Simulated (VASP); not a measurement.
# Nb (R3m) in VASP: notebook

Runs on Nb. Level: PBEsol. Tasks: single point.

All numbers are computed with VASP 6.6.1; they aren't measurements. Logs are shortened: lines on timing, memory, paths and dates and some standing lists are left out, and cuts for length are marked.

## Step 1: The cell of the first run

The structure is trigonal, space group R3m (No. 160). The conventional cell has a = 9.413 Å, b = 9.413 Å, c = 5.764 Å, α = 90.00°, β = 90.00°, γ = 120.00°. Within 3.8 Å of Nb (site symmetry 3m) lie 12 Nb at 2.88 to 3.65 Å. Within 3.7 Å of Nb (site symmetry m) lie 12 Nb at 2.84 to 3.65 Å. Within 3.7 Å of Nb (site symmetry m) lie 12 Nb at 2.84 to 3.33 Å.

## Step 2: Single point, PBEsol

Contents of INCAR:

```
SYSTEM = Nb
PREC = Accurate
ENCUT = 400
EDIFF = 1E-6
ISMEAR = -1
SIGMA = 0.1
LREAL = .FALSE.
LASPH = .TRUE.
NELM = 120
ALGO = Normal
ISIF = 2
LWAVE = .FALSE.
LCHARG = .FALSE.
GGA = PS
NBANDS = 54
GGA_COMPAT = .FALSE.
```

Contents of KPOINTS:

```
Automatic mesh
0
G
  2 2 2
  0 0 0
```

Contents of POSCAR:

```
Nb
1.0
   -3.3279000000      3.3279000000      3.3279000000
    3.3279000000     -3.3279000000      3.3279000000
    3.3279000000      3.3279000000     -3.3279000000
Nb
7
Direct
    0.0000000000      0.0000000000      0.4629108447
    0.0000000000      0.5420906578      0.0188297425
    0.0000000000      0.5188398089      0.5138432645
    0.5420906578      0.0000000000      0.0188297425
    0.5188398089      0.0000000000      0.5138432645
    0.4811601911      0.4811601911     -0.0049965444
    0.4579093422      0.4579093422      0.4767390847
```

Potentials or basis: VASP PAW PBE potentials, release 64 (Nb_sv).

Command:

```console
$ cat potpaw_PBE.64/Nb_sv/POTCAR > POTCAR
$ mpirun -np 1 vasp_std > vasp.out
```

OUTCAR:

```text
SYSTEM = Nb
   PREC = Accurate
   ENCUT = 400
   EDIFF = 1E-6
   ISMEAR = -1
   LREAL = .FALSE.
   LASPH = .TRUE.
   NELM = 120
   ISIF = 2
   GGA = PS

 ion  position               nearest neighbor table
   1  0.000  0.000  0.463-   6 2.88   3 2.88   5 2.88   3 2.91   5 2.91   6 2.91   2 3.00   7 3.00
                             4 3.00
   2  0.000  0.542  0.019-   5 2.84   6 2.84   3 2.87   3 2.90   5 2.95   6 2.95   1 3.00
   3  0.000  0.519  0.514-   7 2.84   4 2.84   2 2.87   1 2.88   2 2.90   1 2.91   4 2.95   7 2.95

   4  0.542  0.000  0.019-   3 2.84   6 2.84   5 2.87   5 2.90   6 2.95   3 2.95   1 3.00
   5  0.519  0.000  0.514-   7 2.84   2 2.84   4 2.87   1 2.88   4 2.90   1 2.91   2 2.95   7 2.95

   6  0.481  0.481  0.995-   2 2.84   4 2.84   7 2.87   1 2.88   7 2.90   1 2.91   4 2.95   2 2.95

   7  0.458  0.458  0.477-   3 2.84   5 2.84   6 2.87   6 2.90   3 2.95   5 2.95   1 3.00

  LATTYP: Found a body centered cubic cell.
 ALAT       =     6.6558000000

  Lattice vectors:

 A1 = (  -3.3279000000,   3.3279000000,   3.3279000000)
 A2 = (   3.3279000000,  -3.3279000000,   3.3279000000)
 A3 = (   3.3279000000,   3.3279000000,  -3.3279000000)

Analysis of symmetry for initial positions (statically):
=====================================================================
 Subroutine PRICEL returns:
 Original cell was already a primitive cell.

 Routine SETGRP: Setting up the symmetry group for a
 body centered cubic supercell.

 Subroutine GETGRP returns: Found  6 space group operations
 (whereof  6 operations were pure point group operations)
 out of a pool of 48 trial point group operations.

The static configuration has the point symmetry C_3v.

Analysis of symmetry for dynamics (positions and initial velocities):
=====================================================================
 Subroutine PRICEL returns:
 Original cell was already a primitive cell.

 Routine SETGRP: Setting up the symmetry group for a
 body centered cubic supercell.

 Subroutine GETGRP returns: Found  6 space group operations
 (whereof  6 operations were pure point group operations)
 out of a pool of 48 trial point group operations.

The dynamic configuration has the point symmetry C_3v.

 Subroutine INISYM returns: Found  6 space group operations
 (whereof  6 operations are pure point group operations),
 and found     1 'primitive' translations

----------------------------------------------------------------------------------------

                                     Primitive cell

  volume of cell :     147.4249

  direct lattice vectors                    reciprocal lattice vectors
    -3.327900000  3.327900000  3.327900000     0.000000000  0.150244899  0.150244899
     3.327900000 -3.327900000  3.327900000     0.150244899  0.000000000  0.150244899
     3.327900000  3.327900000 -3.327900000     0.150244899  0.150244899  0.000000000

  length of vectors
     5.764091883  5.764091883  5.764091883     0.212478374  0.212478374  0.212478374

  position of ions in fractional coordinates (direct lattice)
     0.000000000  0.000000000  0.462910845
     0.000000000  0.542090658  0.018829743
     0.000000000  0.518839809  0.513843264
     0.542090658  0.000000000  0.018829743
     0.518839809  0.000000000  0.513843264
     0.481160191  0.481160191  0.995003456
     0.457909342  0.457909342  0.476739085

  ion indices of the primitive-cell ions
   primitive index   ion index
                 1           1
                 2           2
                 3           3
                 4           4
                 5           5
                 6           6
                 7           7

----------------------------------------------------------------------------------------

 KPOINTS: Automatic mesh

Automatic generation of k-mesh.
 Grid dimensions read from file:
 generate k-points for:    2    2    2

 Generating k-lattice:

  Cartesian coordinates                     Fractional coordinates (reciprocal lattice)
     0.000000000  0.075122450  0.075122450     0.500000000  0.000000000  0.000000000
     0.075122450  0.000000000  0.075122450     0.000000000  0.500000000  0.000000000
     0.075122450  0.075122450  0.000000000     0.000000000  0.000000000  0.500000000

  Length of vectors
     0.106239187  0.106239187  0.106239187

  Shift w.r.t. Gamma in fractional coordinates (k-lattice)
     0.000000000  0.000000000  0.000000000

 Subroutine IBZKPT returns following result:
 ===========================================

 Found      4 irreducible k-points:

 Following reciprocal coordinates:
            Coordinates               Weight
  0.000000  0.000000  0.000000      1.000000
  0.500000  0.000000  0.000000      3.000000
  0.000000  0.000000  0.500000      3.000000
  0.500000  0.500000  0.500000      1.000000
   k-points           NKPTS =      4   k-points in BZ     NKDIM =      4   number of bands    NBANDS=     54
   number of dos      NEDOS =    301   number of ions     NIONS =      7
   total plane-waves  NPLWV =  64000
   dimension x,y,z NGX =    40 NGY =   40 NGZ =   40
   dimension x,y,z NGXF=    80 NGYF=   80 NGZF=   80
   ions per type =               7
   NGX,Y,Z   is equivalent  to a cutoff of  11.54, 11.54, 11.54 a.u.
   NGXF,Y,Z  is equivalent  to a cutoff of  23.07, 23.07, 23.07 a.u.
 SYSTEM =  Nb
   PREC   = accura    normal or accurate (medium, high low for compatibility)
   ISTART =      0    job   : 0-new  1-cont  2-samecut
   ICHARG =      2    charge: 1-file 2-atom 10-const
   ISPIN  =      1    spin polarized calculation?
   LNONCOLLINEAR =      F non collinear calculations
   LSORBIT =      F    spin-orbit coupling
   LASPH  =      T    aspherical Exc in radial PAW
   ENCUT  =  400.0 eV  29.40 Ry    5.42 a.u.   9.40  9.40  9.40*2*pi/ulx,y,z
   NELM   =    120;   NELMIN=  2; NELMDL= -5     # of ELM steps
   EDIFF  = 0.1E-05   stopping-criterion for ELM
   LREAL  =      F    real-space projection
   EDIFFG = 0.1E-04   stopping-criterion for IOM
   NSW    =      0    number of steps for IOM
   IBRION =     -1    ionic relax: 0-MD 1-quasi-New 2-CG
   NFREE  =      0    steps in history (QN), initial steepest desc. (CG)
   ISIF   =      2    stress and relaxation
   ISYM   =      2    0-nonsym 1-usesym 2-fastsym
   POTIM  = 0.5000    time-step for ionic-motion
   TEBEG  =    0.0;   TEEND  =   0.0 temperature during run
   PSTRESS=    0.0 pullay stress
   NELECT =      91.0000    total number of electrons
   NUPDOWN=      -1.0000    fix difference up-down
   EMIN   =  10.00;   EMAX   =-10.00  energy-range for DOS
   EFERMI =   0.00;   METHOD = LEGACY
   ISMEAR =    -1;   SIGMA  =   0.10  broadening in eV -4-tet -1-fermi 0-gaus
   EFERMI_NEDOS =   21; number of points for ismear=-14 and -15
   IALGO  =     38    algorithm
   IMIX   =      4    mixing-type and parameters
     AMIX     =   0.40;   BMIX     =  1.00
     AMIX_MAG =   1.60;   BMIX_MAG =  1.00
  volume/ion in A,a.u.               =      21.06       142.12
  Fermi-wavevector in a.u.,A,eV,Ry     =   1.393900  2.634090 26.435547  1.942958
  Thomas-Fermi vector in A             =   2.517502
   LORBIT       =      0    0 simple, 1 ext, 2 COOP (PROOUT), +10 PAW based schemes
   GGA     = PS    functional components
   LHFCALC =     F    Hartree Fock is set to
   AEXX    =    0.0000 exact exchange contribution
   IVDW    =     0    specifies the selected vdW correction
   LEPSILON=     F    determine dielectric tensor
   LRPA    =     F    only Hartree local field effects (RPA)
 non-spin polarized calculation
  energy-cutoff  :      400.00
  volume of cell :      147.42
 maximum number of plane-waves:      2718
 NGX is ok and might be reduce to    40
   NGX = 19   NGY = 19   NGZ = 19

 number of electron      91.0000000 magnetization

 Free energy of the ion-electron system (eV)
  ---------------------------------------------------
  ext. energy  EPLUGINS =         0.00000000
  ---------------------------------------------------
  free energy    TOTEN  =       -73.25292532 eV

  energy without entropy =      -73.03079637  energy(sigma->0) =      -73.14186085

 E-fermi :   9.0858     XC(G=0): -11.7124

 val. band max:        8.9847869107   @ k =   0.0000   0.0000   0.5000
 cond. band min:       9.1383907677   @ k =   0.0000   0.0000   0.5000
 fundamental gap:      0.1536038569
 Fermi energy:         9.0858133105

 k-point     1 :       0.0000    0.0000    0.0000
  band No.  band energies     occupation
      1     -45.5675      2.00000
      2     -45.4517      2.00000
      3     -45.4517      2.00000
      4     -45.4161      2.00000
      5     -45.2275      2.00000
      6     -45.2275      2.00000
[... 46 lines left out ...]
     53      11.8555      0.00000
     54      11.9580      0.00000

 k-point     2 :       0.5000    0.0000    0.0000
  band No.  band energies     occupation
      1     -45.5008      2.00000
      2     -45.4880      2.00000
      3     -45.4566      2.00000
      4     -45.4154      2.00000
      5     -45.2273      2.00000
      6     -45.2177      2.00000
[... 46 lines left out ...]
     53      10.8817      0.00000
     54      11.1983      0.00000

 k-point     3 :       0.0000    0.0000    0.5000
  band No.  band energies     occupation
      1     -45.5052      2.00000
      2     -45.4802      2.00000
      3     -45.4526      2.00000
      4     -45.4218      2.00000
      5     -45.2271      2.00000
      6     -45.2190      2.00000
[... 46 lines left out ...]
     53      10.6077      0.00000
     54      11.3022      0.00000

 k-point     4 :       0.5000    0.5000    0.5000
  band No.  band energies     occupation
      1     -45.4680      2.00000
      2     -45.4680      2.00000
      3     -45.4672      2.00000
      4     -45.4091      2.00000
      5     -45.2453      2.00000
      6     -45.2453      2.00000
[... 46 lines left out ...]
     53      10.2760      0.00001
     54      10.3222      0.00001

------------------------ aborting loop because EDIFF is reached ----------------------------------------

  FORCE on cell =-STRESS in cart. coord.  units (eV):
  Direction    XX          YY          ZZ          XY          YZ          ZX
  --------------------------------------------------------------------------------------
  -------------------------------------------------------------------------------------
  Total      -11.1943828    -11.1943828    -11.1943828      1.1861037     -1.1861037     -1.1861037
  in kB     -121.6577948   -121.6577948   -121.6577948     12.8902831    -12.8902831    -12.8902831
  external PRESSURE =    -121.6577948 kB  Pullay stress =       0.0000000 kB

 VOLUME and BASIS-vectors are now :
 -----------------------------------------------------------------------------
  energy-cutoff  :      400.00
  volume of cell :      147.42
      direct lattice vectors                 reciprocal lattice vectors
    -3.327900000  3.327900000  3.327900000     0.000000000  0.150244899  0.150244899
     3.327900000 -3.327900000  3.327900000     0.150244899  0.000000000  0.150244899
     3.327900000  3.327900000 -3.327900000     0.150244899  0.150244899  0.000000000

 POSITION                                       TOTAL-FORCE (eV/Angst)
 -----------------------------------------------------------------------------------
      1.54052      1.54052     -1.54052         0.001257      0.001257     -0.001257
      1.86669     -1.74136      1.74136         0.001160     -0.000426      0.000426
      3.43667     -0.01663      0.01663         0.000260     -0.000913      0.000913
     -1.74136      1.86669      1.74136        -0.000426      0.001160      0.000426
     -0.01663      3.43667      0.01663        -0.000913      0.000260      0.000913
      3.31127      3.31127     -0.10877        -0.000913     -0.000913     -0.000260
      1.58654      1.58654      1.46121        -0.000426     -0.000426     -0.001160
 -----------------------------------------------------------------------------------
    total drift:                               -0.000290     -0.000290      0.000288

  FREE ENERGIE OF THE ION-ELECTRON SYSTEM (eV)
  ---------------------------------------------------
  free  energy   TOTEN  =       -73.2529253177 eV

  energy  without entropy=      -73.0307963748  energy(sigma->0) =      -73.14186085
```

Wall time 38 s (1 thread of Intel Xeon Platinum 8259CL at 2.50GHz (Skylake/Cascade Lake), shared host); peak memory 0.22 GiB.

Results:

```
Free energy            : -73.2529 eV
Pressure               : -12.2 GPa
Band gap on the k mesh : zero (an odd number of electrons rules out a gap without spin polarisation)
```

Forces in eV/Å, atoms in the order of the input:
```
Nb   0.001  0.001 -0.001
Nb   0.001  0.000  0.000
Nb   0.000 -0.001  0.001
Nb   0.000  0.001  0.000
Nb  -0.001  0.000  0.001
Nb  -0.001 -0.001  0.000
Nb   0.000  0.000 -0.001
```

Levels at points of the mesh, in eV from the Fermi level:
```csv
k point,band 42,band 43,band 44,band 45,band 46,band 47,band 48,band 49
"(0.00, 0.00, 0.00)",-0.59,-0.59,1.25,1.25,1.55,1.78,2.00,2.00
"(0.50, 0.00, 0.00)",-0.84,-0.70,-0.53,-0.36,-0.23,0.20,0.40,0.63
"(0.00, 0.00, 0.50)",-0.79,-0.61,-0.56,-0.48,-0.10,0.05,0.18,0.73
"(0.50, 0.50, 0.50)",-0.78,-0.78,-0.70,0.20,0.20,0.71,0.75,0.75
```

Caveat: the k points lie up to 0.67 Å⁻¹ apart, too coarse for converged energies and pressures of a metal; the PAW data sets were made with another functional, which shifts forces and pressure a little.

## Step 3: Single point, PBEsol

Contents of INCAR:

```
SYSTEM = Nb
PREC     = Accurate       ! precision mode
ENCUT    = 400            ! plane-wave cutoff, eV
EDIFF    = 1E-6           ! SCF threshold, eV
ISMEAR   = -1             ! smearing method
SIGMA    = 0.1            ! smearing width, eV
LREAL    = .False.        ! projectors in reciprocal space
LASPH    = .True.         ! aspherical terms in the spheres
NELM     = 120            ! most SCF steps
ALGO     = Normal         ! electronic algorithm
ISIF     = 2              ! what is computed and relaxed
LWAVE    = .False.        ! write WAVECAR
LCHARG   = .False.        ! write CHGCAR
GGA      = PS             ! functional
NBANDS   = 54             ! bands
GGA_COMPAT= .False.
```

Contents of KPOINTS:

```
regular mesh
0
Gamma
  2 2 2
  0 0 0
```

Contents of POSCAR:

```
Nb
1.0
   -3.3279000000      3.3279000000      3.3279000000
    3.3279000000     -3.3279000000      3.3279000000
    3.3279000000      3.3279000000     -3.3279000000
Nb
7
Direct
    0.0000000000      0.0000000000      0.5248724421
    0.0000000000      0.4639526428     -0.0367204543
    0.0000000000      0.4805003155      0.4682472430
    0.4639526428      0.0000000000     -0.0367204543
    0.4805003155      0.0000000000      0.4682472430
    0.5194996845      0.5194996845     -0.0122530725
    0.5360473572      0.5360473572      0.4993269029
```

Potentials or basis: VASP PAW PBE potentials, release 64 (Nb_sv).

Command:

```console
$ cat potpaw_PBE.64/Nb_sv/POTCAR > POTCAR
$ mpirun -np 1 vasp_std > vasp.out
```

It took 37 s on 1 thread of Intel Xeon Platinum 8259CL at 2.50GHz (Skylake/Cascade Lake), shared host; peak memory 0.23 GiB.

It converged, with:

| Property | Result |
| --- | --- |
| Free energy | -73.2491 eV |
| Pressure | -12.0 GPa |
| Largest force | 0.078 eV/Å |
| Band gap on the k mesh | zero (an odd number of electrons rules out a gap without spin polarisation) |

Forces in eV/Å, atoms in the order of the input:
```
Nb  -0.045 -0.045  0.045
Nb  -0.032  0.027 -0.027
Nb  -0.007  0.015 -0.015
Nb   0.027 -0.032 -0.027
Nb   0.015 -0.007 -0.015
Nb   0.015  0.015  0.007
Nb   0.027  0.027  0.032
```

Stress tensor (GPa, compression positive):
```
-12.05   1.26  -1.26
  1.26 -12.05  -1.26
 -1.26  -1.26 -12.05
```

Levels at points of the mesh, in eV from the Fermi level:
```tsv
k point	band 42	band 43	band 44	band 45	band 46	band 47	band 48	band 49
(0.00, 0.00, 0.00)	-0.60	-0.60	1.32	1.32	1.53	1.86	2.00	2.00
(0.50, 0.00, 0.00)	-0.85	-0.68	-0.54	-0.33	-0.24	0.20	0.38	0.68
(0.00, 0.00, 0.50)	-0.77	-0.60	-0.54	-0.47	-0.11	0.02	0.22	0.79
(0.50, 0.50, 0.50)	-0.73	-0.73	-0.70	0.26	0.26	0.75	0.76	0.76
```

Caveat: the k points lie up to 0.67 Å⁻¹ apart, too coarse for converged energies and pressures of a metal; the PAW data sets were made with another functional, which shifts forces and pressure a little.

(Continued in part 2 of 2.)

The gap in the log of VASP goes by the Fermi energy; the results here count the filled bands.